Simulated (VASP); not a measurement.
# C (P2_1/m) in VASP: a series of runs

Runs on C. Level: PBEsol. Tasks: single point.

All numbers are computed with VASP 6.6.1; they aren't measurements. Logs are shortened: lines on timing, memory, paths and dates and some standing lists are left out, and cuts for length are marked.

## Step 1: The cell of the first run

The structure is monoclinic, space group P2_1/m (No. 11). Conventional cell: a = 2.344 Å, b = 7.246 Å, c = 2.431 Å, α = 90.00°, β = 118.83°, γ = 90.00°. Within 1.8 Å of C (site symmetry m) lie 3 C at 1.37 to 1.42 Å. Within 1.8 Å of C (site symmetry m) lie 3 C at 1.37 to 1.42 Å.

## Step 2: Single point, PBEsol (mode 4 frozen in at -0.284 Å, normal strain along x -0.0467)

INCAR reads:

```
  ALGO = Normal
  EDIFF = 1E-7
  ENCUT = 520
  GGA = PS
  ISIF = 2
  ISMEAR = 0
  LASPH = True
  LCHARG = False
  LREAL = False
  LWAVE = False
  NBANDS = 16
  NELM = 60
  PREC = Accurate
  SIGMA = 0.15
```

KPOINTS reads:

```
k-points
0
Gamma
  18 18 6
```

POSCAR reads:

```
C
1.0
    2.3439101848      0.0000000000      0.0000000000
   -1.1719550924      2.1293252536      0.0000000000
    0.0000000000      0.0000000000      7.2458067263
C
4
Direct
   -0.1154958935      0.0000000000      0.0025000000
    0.1154958935      0.0000000000      0.5025000000
    0.2178266890      0.6666666667      0.0025000000
    0.7821733110      0.3333333333      0.5025000000
```

Potentials or basis: VASP PAW PBE potentials, release 64 (C).

The run is started by

```bash
$ cat potpaw_PBE.64/C/POTCAR > POTCAR
$ mpirun -np 1 vasp_std > vasp.out
```

OUTCAR:

```text
EDIFF = 1E-7
   ENCUT = 520
   GGA = PS
   ISIF = 2
   ISMEAR = 0
   LASPH = True
   LREAL = False
   NELM = 60
   PREC = Accurate

 ion  position               nearest neighbor table
   1  0.885  0.000  0.002-   3 1.37   3 1.37   3 1.42
   2  0.115  0.000  0.502-   4 1.37   4 1.37   4 1.42
   3  0.218  0.667  0.002-   1 1.37   1 1.37   1 1.42
   4  0.782  0.333  0.502-   2 1.37   2 1.37   2 1.42

  LATTYP: Found a base centered orthorhombic cell.
 ALAT       =     2.3439101848
 B/A-ratio  =     1.8169000394
 C/A-ratio  =     3.0913329245

  Lattice vectors:

 A1 = (   1.1719550924,  -2.1293252536,   0.0000000000)
 A2 = (   1.1719550924,   2.1293252536,   0.0000000000)
 A3 = (   0.0000000000,   0.0000000000,   7.2458067263)

Analysis of symmetry for initial positions (statically):
=====================================================================
 Subroutine PRICEL returns:
 Original cell was already a primitive cell.

 Routine SETGRP: Setting up the symmetry group for a
 base centered orthorhombic supercell.

 Subroutine GETGRP returns: Found  4 space group operations
 (whereof  1 operations were pure point group operations)
 out of a pool of  8 trial point group operations.

The static configuration has the point symmetry C_1 .
 The point group associated with its full space group is C_2h.

Analysis of symmetry for dynamics (positions and initial velocities):
=====================================================================
 Subroutine PRICEL returns:
 Original cell was already a primitive cell.

 Routine SETGRP: Setting up the symmetry group for a
 base centered orthorhombic supercell.

 Subroutine GETGRP returns: Found  4 space group operations
 (whereof  1 operations were pure point group operations)
 out of a pool of  8 trial point group operations.

The dynamic configuration has the point symmetry C_1 .
 The point group associated with its full space group is C_2h.

 Subroutine INISYM returns: Found  4 space group operations
 (whereof  1 operations are pure point group operations),
 and found     1 'primitive' translations

----------------------------------------------------------------------------------------

                                     Primitive cell

  volume of cell :      36.1634

  direct lattice vectors                    reciprocal lattice vectors
     2.343910185  0.000000000  0.000000000     0.426637508  0.234816170  0.000000000
    -1.171955092  2.129325254  0.000000000     0.000000000  0.469632339  0.000000000
     0.000000000  0.000000000  7.245806726     0.000000000  0.000000000  0.138010858

  length of vectors
     2.343910185  2.430535903  7.245806726     0.486988908  0.469632339  0.138010858

  position of ions in fractional coordinates (direct lattice)
     0.884504107  0.000000000  0.002500000
     0.115495893  0.000000000  0.502500000
     0.217826689  0.666666667  0.002500000
     0.782173311  0.333333333  0.502500000

  ion indices of the primitive-cell ions
   primitive index   ion index
                 1           1
                 2           2
                 3           3
                 4           4

----------------------------------------------------------------------------------------

 KPOINTS: k-points

Automatic generation of k-mesh.
 Grid dimensions read from file:
 generate k-points for:   18   18    6

 Generating k-lattice:

  Cartesian coordinates                     Fractional coordinates (reciprocal lattice)
     0.023702084  0.013045343  0.000000000     0.055555556  0.000000000  0.000000000
     0.000000000  0.026090686  0.000000000     0.000000000  0.055555556  0.000000000
     0.000000000  0.000000000  0.023001810     0.000000000  0.000000000  0.166666667

  Length of vectors
     0.027054939  0.026090686  0.023001810

  Shift w.r.t. Gamma in fractional coordinates (k-lattice)
     0.000000000  0.000000000  0.000000000

 Subroutine IBZKPT returns following result:
 ===========================================

 Found    656 irreducible k-points:

 Following reciprocal coordinates:
            Coordinates               Weight
  0.000000  0.000000  0.000000      1.000000
  0.055556  0.000000  0.000000      2.000000
  0.055556 -0.055556  0.000000      2.000000
  0.111111  0.000000  0.000000      2.000000
  0.111111 -0.111111  0.000000      2.000000
  0.166667  0.000000  0.000000      2.000000
[... 16 lines left out ...]
  0.111111  0.055556  0.000000      2.000000
  0.111111 -0.166667  0.000000      2.000000
 [... further k-points ...]
   k-points           NKPTS =    656   k-points in BZ     NKDIM =    656   number of bands    NBANDS=     16
   number of dos      NEDOS =    301   number of ions     NIONS =      4
   total plane-waves  NPLWV =  17496
   dimension x,y,z NGX =    18 NGY =   18 NGZ =   54
   dimension x,y,z NGXF=    36 NGYF=   36 NGZF=  108
   ions per type =               4
   NGX,Y,Z   is equivalent  to a cutoff of  12.77, 12.31, 12.39 a.u.
   NGXF,Y,Z  is equivalent  to a cutoff of  25.53, 24.62, 24.78 a.u.
 SYSTEM =  unknown system
   PREC   = accura    normal or accurate (medium, high low for compatibility)
   ISTART =      0    job   : 0-new  1-cont  2-samecut
   ICHARG =      2    charge: 1-file 2-atom 10-const
   ISPIN  =      1    spin polarized calculation?
   LNONCOLLINEAR =      F non collinear calculations
   LSORBIT =      F    spin-orbit coupling
   LASPH  =      T    aspherical Exc in radial PAW
   ENCUT  =  520.0 eV  38.22 Ry    6.18 a.u.   4.36  4.52 13.47*2*pi/ulx,y,z
   NELM   =     60;   NELMIN=  2; NELMDL= -5     # of ELM steps
   EDIFF  = 0.1E-06   stopping-criterion for ELM
   LREAL  =      F    real-space projection
   EDIFFG = 0.1E-05   stopping-criterion for IOM
   NSW    =      0    number of steps for IOM
   IBRION =     -1    ionic relax: 0-MD 1-quasi-New 2-CG
   NFREE  =      0    steps in history (QN), initial steepest desc. (CG)
   ISIF   =      2    stress and relaxation
   ISYM   =      2    0-nonsym 1-usesym 2-fastsym
   POTIM  = 0.5000    time-step for ionic-motion
   TEBEG  =    0.0;   TEEND  =   0.0 temperature during run
   PSTRESS=    0.0 pullay stress
   NELECT =      16.0000    total number of electrons
   NUPDOWN=      -1.0000    fix difference up-down
   EMIN   =  10.00;   EMAX   =-10.00  energy-range for DOS
   EFERMI =   0.00;   METHOD = LEGACY
   ISMEAR =     0;   SIGMA  =   0.15  broadening in eV -4-tet -1-fermi 0-gaus
   EFERMI_NEDOS =   21; number of points for ismear=-14 and -15
   IALGO  =     38    algorithm
   IMIX   =      4    mixing-type and parameters
     AMIX     =   0.40;   BMIX     =  1.00
     AMIX_MAG =   1.60;   BMIX_MAG =  1.00
  volume/ion in A,a.u.               =       9.04        61.01
  Fermi-wavevector in a.u.,A,eV,Ry     =   1.247455  2.357348 21.172627  1.556144
  Thomas-Fermi vector in A             =   2.381586
   LORBIT       =      0    0 simple, 1 ext, 2 COOP (PROOUT), +10 PAW based schemes
   GGA     = PS    functional components
   LHFCALC =     F    Hartree Fock is set to
   AEXX    =    0.0000 exact exchange contribution
   IVDW    =     0    specifies the selected vdW correction
   LEPSILON=     F    determine dielectric tensor
   LRPA    =     F    only Hartree local field effects (RPA)
 non-spin polarized calculation
 Gauss-broadening in eV      SIGMA  =   0.15
  energy-cutoff  :      520.00
  volume of cell :       36.16
 maximum number of plane-waves:       997
 NGX is ok and might be reduce to    18
   NGX =  9   NGY =  9   NGZ = 27

 number of electron      16.0000000 magnetization

 Free energy of the ion-electron system (eV)
  ---------------------------------------------------
  ext. energy  EPLUGINS =         0.00000000
  ---------------------------------------------------
  free energy    TOTEN  =       -38.27679967 eV

  energy without entropy =      -38.27667702  energy(sigma->0) =      -38.27673834

 E-fermi :   4.4149     XC(G=0): -10.1483

 val. band max:        4.2041413693   @ k =   0.3333   0.3333   0.1667
 cond. band min:       4.6154112649   @ k =   0.3333   0.3333   0.0000
 fundamental gap:      0.4112698956
 Fermi energy:         4.4148898414

 k-point     1 :       0.0000    0.0000    0.0000
  band No.  band energies     occupation
      1     -15.7823      2.00000
      2     -15.6234      2.00000
      3      -4.3963      2.00000
      4      -3.1029      2.00000
      5       1.3210      2.00000
      6       1.3246      2.00000
[... 8 lines left out ...]
     15      16.8410      0.00000
     16      16.8962      0.00000

 k-point     2 :       0.0556    0.0000    0.0000
  band No.  band energies     occupation
      1     -15.7035      2.00000
      2     -15.5455      2.00000
      3      -4.2988      2.00000
      4      -3.0093      2.00000
      5       1.1250      2.00000
      6       1.1275      2.00000
[... 8 lines left out ...]
     15      16.5688      0.00000
     16      16.6112      0.00000

 k-point     3 :       0.0556   -0.0556    0.0000
  band No.  band energies     occupation
      1     -15.7035      2.00000
      2     -15.5455      2.00000
      3      -4.2987      2.00000
      4      -3.0094      2.00000
      5       1.1221      2.00000
      6       1.1303      2.00000
[... 8 lines left out ...]
     15      16.5396      0.00000
     16      16.6412      0.00000

 k-point     4 :       0.1111    0.0000    0.0000
  band No.  band energies     occupation
      1     -15.4676      2.00000
      2     -15.3121      2.00000
      3      -4.0071      2.00000
      4      -2.7293      2.00000
      5       0.4364      2.00000
      6       0.4504      2.00000
[... 8 lines left out ...]
     15      15.7825      0.00000
     16      15.8199      0.00000
[... 324 lines left out ...]
 k-point    22 :       0.0556   -0.1111    0.0000
  band No.  band energies     occupation
      1     -15.5573      2.00000
      2     -15.4009      2.00000
      3      -4.1189      2.00000
      4      -2.8377      2.00000
      5       0.4932      2.00000
      6       0.5105      2.00000
[... 8 lines left out ...]
     15      15.9270      0.00000
     16      16.1209      0.00000

 k-point    23 :       0.1111    0.0556    0.0000
  band No.  band energies     occupation
      1     -15.2491      2.00000
      2     -15.0959      2.00000
      3      -3.7392      2.00000
      4      -2.4734      2.00000
      5      -0.2710      2.00000
      6      -0.2650      2.00000
[... 8 lines left out ...]
     15      15.4729      0.00000
     16      15.5099      0.00000

 k-point    24 :       0.1111   -0.1667    0.0000
  band No.  band energies     occupation
      1     -15.2491      2.00000
      2     -15.0959      2.00000
      3      -3.7386      2.00000
      4      -2.4741      2.00000
      5      -0.2798      2.00000
      6      -0.2558      2.00000
[... 8 lines left out ...]
     15      15.4785      0.00000
     16      15.5026      0.00000

 [... further k-points ...]

------------------------ aborting loop because EDIFF is reached ----------------------------------------

  FORCE on cell =-STRESS in cart. coord.  units (eV):
  Direction    XX          YY          ZZ          XY          YZ          ZX
  --------------------------------------------------------------------------------------
  -------------------------------------------------------------------------------------
  Total       12.5530574      2.2977613      0.0293180     -0.0012763      0.0000000      0.0000000
  in kB      556.1479990    101.7995323      1.2988985     -0.0565459      0.0000000      0.0000000
  external PRESSURE =     219.7488099 kB  Pullay stress =       0.0000000 kB

 VOLUME and BASIS-vectors are now :
 -----------------------------------------------------------------------------
  energy-cutoff  :      520.00
  volume of cell :       36.16
      direct lattice vectors                 reciprocal lattice vectors
     2.343910185  0.000000000  0.000000000     0.426637508  0.234816170  0.000000000
    -1.171955092  2.129325254  0.000000000     0.000000000  0.469632339  0.000000000
     0.000000000  0.000000000  7.245806726     0.000000000  0.000000000  0.138010858

 POSITION                                       TOTAL-FORCE (eV/Angst)
 -----------------------------------------------------------------------------------
      2.07320      0.00000      0.01811         0.012376      0.829002      0.000000
      0.27071      0.00000      3.64102        -0.012376     -0.829002     -0.000000
     -0.27074      1.41955      0.01811        -0.001486     -0.840227      0.000000
      1.44269      0.70978      3.64102         0.001486      0.840227      0.000000
 -----------------------------------------------------------------------------------
    total drift:                               -0.000000     -0.000000      0.000001

  FREE ENERGIE OF THE ION-ELECTRON SYSTEM (eV)
  ---------------------------------------------------
  free  energy   TOTEN  =       -38.2767996712 eV

  energy  without entropy=      -38.2766770163  energy(sigma->0) =      -38.27673834
```

Wall time 2.2 min (1 thread of Intel Xeon 6975P-C (Granite Rapids), shared host); peak memory 0.35 GiB.

Results:

```yaml
Free_energy: -38.2768 eV
Pressure: 22.0 GPa
Largest_force: 0.840 eV/Å
Band_gap_on_the_k_mesh: 0.41 eV, indirect (the least direct gap lies 1.0 meV higher)
```

Forces in eV/Å, atoms in the order of the input:
```
C    0.012  0.829  0.000
C   -0.012 -0.829  0.000
C   -0.001 -0.840  0.000
C    0.001  0.840  0.000
```

Levels at points of the mesh, in eV from the valence-band top:
```tsv
k point	band 6	band 7	band 8	band 9	band 10	band 11
(0.00, 0.00, 0.00)	-2.88	-2.57	-2.57	3.47	8.30	8.33
(0.50, 0.00, 0.00)	-6.63	-2.48	-1.64	1.41	2.43	7.72
(0.50, 0.50, 0.00)	-6.63	-2.20	-2.02	1.84	2.10	7.72
(0.00, 0.50, 0.00)	-5.80	-2.99	-2.55	1.66	2.30	9.60
(0.00, 0.00, 0.50)	-2.88	-2.57	-2.57	5.56	5.56	8.31
(0.50, 0.00, 0.50)	-6.64	-2.08	-2.08	1.87	1.87	7.80
(0.50, 0.50, 0.50)	-6.64	-2.07	-2.07	1.87	1.87	7.80
(0.00, 0.50, 0.50)	-5.80	-2.75	-2.75	1.87	1.87	9.61
```

Caveat: the cell differs from its parent crystal (mode 4 frozen in at -0.284 Å, normal strain along x -0.0467); the PAW data sets were made with another functional, which shifts forces and pressure a little; this functional lacks dispersion, which binds the layers, so the pressure and a relaxed spacing across them are unreliable. A k mesh can miss the band edges.

(Part 1 of 2 ends here.)
